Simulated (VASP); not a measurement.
# ZrB (Fmmm) in VASP: a series of runs, part 2 of 2

VASP 6.6.1.

### Step 5. Single point, LDA (normal strain along x +0.0467, normal strain along z -0.0367)

File INCAR:

```
SYSTEM = ZrB
PREC = Accurate
ENCUT = 520
EDIFF = 1E-6
ISMEAR = 0
SIGMA = 0.15
LREAL = .FALSE.
LASPH = .TRUE.
NELM = 100
ALGO = Normal
ISIF = 2
LWAVE = .FALSE.
LCHARG = .FALSE.
GGA = CA
NBANDS = 14
```

File KPOINTS:

```
regular mesh
0
G
  16 16 16
  0 0 0
```

File POSCAR:

```
ZrB
1.0
    0.0000000000      2.4153850465      2.3267404153
    2.5281835282      0.0000000000      2.3267404153
    2.5281835282      2.4153850465      0.0000000000
Zr B
1 1
Direct
    0.0000000000      0.0000000000      0.0000000000
    0.5000000000      0.5000000000      0.5000000000
```

Potentials or basis: VASP PAW LDA potentials, release 64 (Zr_sv, B).

Run with:

```bash
> cat potpaw_LDA.64/Zr_sv/POTCAR potpaw_LDA.64/B/POTCAR > POTCAR
> mpirun -np 1 vasp_std > vasp.out
```

OUTCAR:

```text
SYSTEM = ZrB
   PREC = Accurate
   ENCUT = 520
   EDIFF = 1E-6
   ISMEAR = 0
   LREAL = .FALSE.
   LASPH = .TRUE.
   NELM = 100
   ISIF = 2
   GGA = CA

 ion  position               nearest neighbor table
   1  0.000  0.000  0.000-   2 2.33   2 2.33   2 2.42   2 2.42   2 2.53   2 2.53
   2  0.500  0.500  0.500-   1 2.33   1 2.33   1 2.42   1 2.42   1 2.53   1 2.53

  LATTYP: Found a face centered orthorhombic cell.
 ALAT       =     4.6534808306
 B/A-ratio  =     1.0380982041
 C/A-ratio  =     1.0865773902

  Lattice vectors:

 A1 = (   2.5281835282,  -2.4153850465,   0.0000000000)
 A2 = (   2.5281835282,   0.0000000000,   2.3267404153)
 A3 = (   0.0000000000,  -2.4153850465,   2.3267404153)

Analysis of symmetry for initial positions (statically):
=====================================================================
 Subroutine PRICEL returns:
 Original cell was already a primitive cell.

 Routine SETGRP: Setting up the symmetry group for a
 face centered orthorhombic supercell.

 Subroutine GETGRP returns: Found  8 space group operations
 (whereof  8 operations were pure point group operations)
 out of a pool of  8 trial point group operations.

The static configuration has the point symmetry D_2h.

[... 169 lines left out ...]
  band No.  band energies     occupation
      1     -39.3541      2.00000
      2     -17.3284      2.00000
      3     -17.3264      2.00000
      4     -17.3043      2.00000
      5      -0.3227      2.00000
      6       9.0086      0.00000
      7       9.4681      0.00000
      8       9.8229      0.00000
      9      10.4893      0.00000
     10      10.9750      0.00000
     11      11.1885      0.00000
     12      11.2079      0.00000
     13      11.4242      0.00000
     14      18.5571      0.00000
[... 377 lines left out ...]
      1     -39.3474      2.00000
      2     -17.3712      2.00000
      3     -17.3452      2.00000
      4     -17.3187      2.00000
      5      -0.0960      2.00000
      6       8.7468      0.00000
      7       8.9975      0.00000
      8       9.2674      0.00000
      9       9.4430      0.00000
     10      10.5795      0.00000
     11      11.7537      0.00000
     12      12.4354      0.00000
     13      12.9565      0.00000
     14      19.1021      0.00000

 [... further k-points ...]
[... 5 lines left out ...]
  --------------------------------------------------------------------------------------
  -------------------------------------------------------------------------------------
  Total       -2.3309704      0.0986322      2.3988093      0.0000000      0.0000000      0.0000000
  in kB     -131.4239276      5.5610432    135.2487980      0.0000000      0.0000000      0.0000000
  external PRESSURE =       3.1286379 kB  Pullay stress =       0.0000000 kB

 VOLUME and BASIS-vectors are now :
 -----------------------------------------------------------------------------
  energy-cutoff  :      520.00
  volume of cell :       28.42
      direct lattice vectors                 reciprocal lattice vectors
     0.000000000  2.415385046  2.326740415    -0.197770452  0.207006332  0.214892902
     2.528183528  0.000000000  2.326740415     0.197770452 -0.207006332  0.214892902
     2.528183528  2.415385046  0.000000000     0.197770452  0.207006332 -0.214892902

 POSITION                                       TOTAL-FORCE (eV/Angst)
 -----------------------------------------------------------------------------------
      0.00000      0.00000      0.00000         0.000000     -0.000000      0.000000
      2.52818      2.41539      2.32674         0.000000      0.000000      0.000000
 -----------------------------------------------------------------------------------
    total drift:                               -0.000000      0.000000      0.000000

  FREE ENERGIE OF THE ION-ELECTRON SYSTEM (eV)
  ---------------------------------------------------
  free  energy   TOTEN  =       -17.4277965088 eV

  energy  without entropy=      -17.4145318940  energy(sigma->0) =      -17.42116420
```

It took 3.1 min on 1 thread of Intel Xeon Platinum 8488C (Sapphire Rapids), shared host; peak memory 0.35 GiB.

Results:

- Free energy: -17.4278 eV
- Pressure: 0.3 GPa

Stress tensor (GPa, compression positive):
```
-13.14   0.00   0.00
  0.00   0.56   0.00
  0.00   0.00  13.52
```

Levels at points of the mesh, in eV from the Fermi level:
```tsv
k point	band 5	band 6	band 7	band 8	band 9	band 10	band 11	band 12
(0.00, 0.00, 0.00)	-8.00	1.33	1.79	2.15	2.81	3.30	3.51	3.53
(0.50, 0.00, 0.00)	-3.88	-3.87	-1.35	-1.17	4.77	5.22	6.39	7.68
(0.50, 0.50, 0.00)	-6.04	-0.91	-0.17	1.86	1.98	4.78	5.65	6.15
(0.50, 0.00, 0.50)	-6.08	-0.84	-0.60	2.04	2.35	4.61	5.52	6.28
(0.00, 0.50, 0.50)	-6.14	-1.06	-0.83	2.37	2.55	4.68	5.77	6.02
```

Caveat: the cell differs from its parent crystal (normal strain along x +0.0467, normal strain along z -0.0367).

### Step 6. Single point, LDA (normal strain along x -0.0233, normal strain along z +0.0367)

File INCAR:

```
ALGO = Normal
EDIFF = 1E-6
ENCUT = 520
ISIF = 2
ISMEAR = 0
LASPH = True
LCHARG = False
LREAL = False
LWAVE = False
NBANDS = 14
NELM = 100
PREC = Accurate
SIGMA = 0.15
```

File KPOINTS:

```
k-points
0
Gamma
  16 16 16
```

File POSCAR:

```
ZrB
1.0
    0.0000000000      2.4153850465      2.5040296777
    2.3591065749      0.0000000000      2.5040296777
    2.3591065749      2.4153850465      0.0000000000
Zr B
1 1
Direct
    0.0000000000      0.0000000000      0.0000000000
    0.5000000000      0.5000000000      0.5000000000
```

Potentials or basis: VASP PAW LDA potentials, release 64 (Zr_sv, B).

Run with:

```bash
> cat potpaw_LDA.64/Zr_sv/POTCAR potpaw_LDA.64/B/POTCAR > POTCAR
> mpirun -np 1 vasp_std > vasp.out
```

It took 2.7 min on 1 thread of Intel Xeon Platinum 8488C (Sapphire Rapids), shared host; peak memory 0.35 GiB.

It converged, with:

```yaml
Free_energy: -17.4747 eV
Pressure: -1.1 GPa
```

Stress tensor (GPa, compression positive):
```
  7.88   0.00   0.00
  0.00  -0.07   0.00
  0.00   0.00 -11.03
```

Levels at points of the mesh, in eV from the Fermi level:
```tsv
k point	band 5	band 6	band 7	band 8	band 9	band 10	band 11	band 12
(0.00, 0.00, 0.00)	-7.99	1.43	1.79	2.01	2.94	3.35	3.46	3.52
(0.50, 0.00, 0.00)	-3.90	-3.87	-1.30	-1.16	4.80	5.12	6.32	7.69
(0.50, 0.50, 0.00)	-6.11	-0.97	-0.83	2.32	2.42	4.69	5.80	5.97
(0.50, 0.00, 0.50)	-6.06	-0.85	-0.60	2.05	2.26	4.66	5.62	6.16
(0.00, 0.50, 0.50)	-6.04	-0.89	-0.33	1.93	2.04	4.75	5.70	6.08
```

Caveat: the cell differs from its parent crystal (normal strain along x -0.0233, normal strain along z +0.0367).

### Step 7. Single point, LDA (normal strain along x -0.0467, normal strain along z +0.0733)

File INCAR:

```
PREC = Accurate ; ENCUT = 520
EDIFF = 1E-7 ; ISMEAR = 0
SIGMA = 0.15 ; LREAL = F
LASPH = T ; NELM = 100
ALGO = Normal ; ISIF = 2
LWAVE = F ; LCHARG = F
NBANDS = 14
```

File KPOINTS:

```
Automatic mesh
0
Gamma
  16 16 16
```

File POSCAR:

```
ZrB
1.0
    0.0000000000      2.4153850465      2.5924327704
    2.3025865648      0.0000000000      2.5924327704
    2.3025865648      2.4153850465      0.0000000000
Zr B
1 1
Direct
    0.0000000000      0.0000000000      0.0000000000
    0.5000000000      0.5000000000      0.5000000000
```

Run with:

```bash
> cat potpaw_LDA.64/Zr_sv/POTCAR potpaw_LDA.64/B/POTCAR > POTCAR
> mpirun -np 1 vasp_std > vasp.out
```

Wall time 2.9 min (1 thread of Intel Xeon Platinum 8488C (Sapphire Rapids), shared host); peak memory 0.35 GiB.

It converged, with:

```yaml
Free_energy: -17.3274 eV
Pressure: -0.8 GPa
```

Stress tensor (GPa, compression positive):
```
 16.36   0.00   0.00
  0.00   0.26   0.00
  0.00   0.00 -19.00
```

Levels at points of the mesh, in eV from the Fermi level:
| k point | band 4 | band 5 | band 6 | band 7 | band 8 | band 9 | band 10 | band 11 | band 12 | band 13 |
| --- | --- | --- | --- | --- | --- | --- | --- | --- | --- | --- |
| (0.00, 0.00, 0.00) | -25.04 | -7.97 | 1.14 | 1.84 | 2.28 | 2.51 | 3.18 | 3.48 | 3.57 | 3.79 |
| (0.50, 0.00, 0.00) | -25.07 | -3.88 | -3.85 | -1.42 | -1.16 | 4.62 | 5.22 | 6.35 | 7.55 | 10.43 |
| (0.50, 0.50, 0.00) | -25.17 | -6.16 | -1.26 | -0.79 | 2.43 | 2.67 | 4.57 | 5.61 | 5.87 | 8.10 |
| (0.50, 0.00, 0.50) | -25.23 | -6.06 | -0.79 | -0.59 | 1.96 | 2.35 | 4.40 | 5.22 | 6.31 | 8.98 |
| (0.00, 0.50, 0.50) | -25.29 | -6.02 | -0.90 | -0.02 | 1.72 | 1.87 | 4.68 | 5.36 | 6.17 | 9.56 |

Caveat: the cell differs from its parent crystal (normal strain along x -0.0467, normal strain along z +0.0733).

### Step 8. Summary

```csv
cell,gap on the mesh (eV),pressure (GPa)
"a = 3.293, b = 3.211, c = 3.337 Å, angles 60.3, 57.9, 61.7°, 2 atoms",none,29.3
"a = 3.354, b = 3.234, c = 3.298 Å, angles 61.8, 58.2, 60.1°, 2 atoms",none,25.4
"a = 3.233, b = 3.109, c = 3.298 Å, angles 60.5, 56.8, 62.6°, 2 atoms",none,49.7
"a = 3.354, b = 3.436, c = 3.497 Å, angles 57.9, 60.2, 62.0°, 2 atoms",none,0.3
"a = 3.479, b = 3.440, c = 3.376 Å, angles 61.4, 60.2, 58.4°, 2 atoms",none,-1.1
"a = 3.543, b = 3.467, c = 3.337 Å, angles 62.7, 60.4, 56.8°, 2 atoms",none,-0.8
```

Alike in all rows: task single point; level LDA; potentials or basis VASP PAW LDA potentials, release 64 (Zr_sv, B); no spin polarisation; k mesh 16 × 16 × 16; cutoff (eV) 520; smearing gaussian 0.15 eV.

Absolute energies hang on the potentials; compare differences alone.
